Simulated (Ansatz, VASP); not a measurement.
# MgO: VASP beside Ansatz

INCAR

```
SYSTEM = MgO
PREC = Accurate ; ENCUT = 520
EDIFF = 1E-6 ; ISMEAR = 0
SIGMA = 0.05 ; LREAL = .False.
LASPH = .True. ; NELM = 60
ALGO = Normal ; ISIF = 2
LWAVE = .False. ; LCHARG = .False.
GGA = PS ; NBANDS = 11
```

The input KPOINTS:

```
Automatic mesh
0
Gamma
  10 10 10
  0 0 0
```

The input POSCAR:

```
MgO
1.0
    0.0000000000      2.0017504345      2.2124610065
    2.0017504345      0.0000000000      2.2124610065
    2.0017504345      2.0017504345      0.0000000000
Mg O
1 1
Direct
    0.0000000000      0.0000000000      0.0000000000
    0.5000000000      0.5000000000      0.5000000000
```

Input for Ansatz:

```yaml
crystal:
  lattice:
    - [0.0, 2.0017504345, 2.2124610065]
    - [2.0017504345, 0.0, 2.2124610065]
    - [2.0017504345, 2.0017504345, 0.0]
  atoms:
    - { symbol: Mg, position: [0.0, 0.0, 0.0] }
    - { symbol: O, position: [0.5, 0.5, 0.5] }
basis:
  ecutwfc: 420
kpoints:
  mp_grid: { grid: [10, 10, 10] }
hamiltonian:
  xc: pbesol
scf:
  occupations: { method: gaussian, width: 0.05 }
output:
  forces: true
  stress: true
  eigenvalues: true
```

Change from the starting cell: strain -0.050 along x and y, +0.050 along z, atoms carried along.

Alike in both runs: task single point; functional PBEsol; k mesh 10 × 10 × 10; occupations gaussian, width 0.05 eV; no spin polarisation.

|  | VASP | Ansatz |
| --- | --- | --- |
| version | VASP 6.6.1 | Ansatz 0.2.0 |
| potentials or method | VASP PAW PBE potentials, release 64 (Mg, O), cutoff 520 eV | scalar-relativistic, plane waves, PAW |
| valence electrons in the cell | 8 | 16 |

|  | VASP | Ansatz | Ansatz less VASP |
| --- | --- | --- | --- |
| gap on the k mesh at the Fermi level (eV) | 4.99 | 4.99 | -0.001 |
| least direct gap on the mesh (eV) | 4.99 | 4.99 | -0.001 |
| pressure (GPa) | 12.8 | 13.1 | +0.30 |
| traceless stress, the component that is largest in VASP (GPa) | -16.23 | -16.10 | +0.126 |

VASP's potentials were made for PBE, not for PBEsol. VASP's potentials hold 8 valence electrons a cell and Ansatz's 16, so a difference there can come from the potentials and not from the codes.
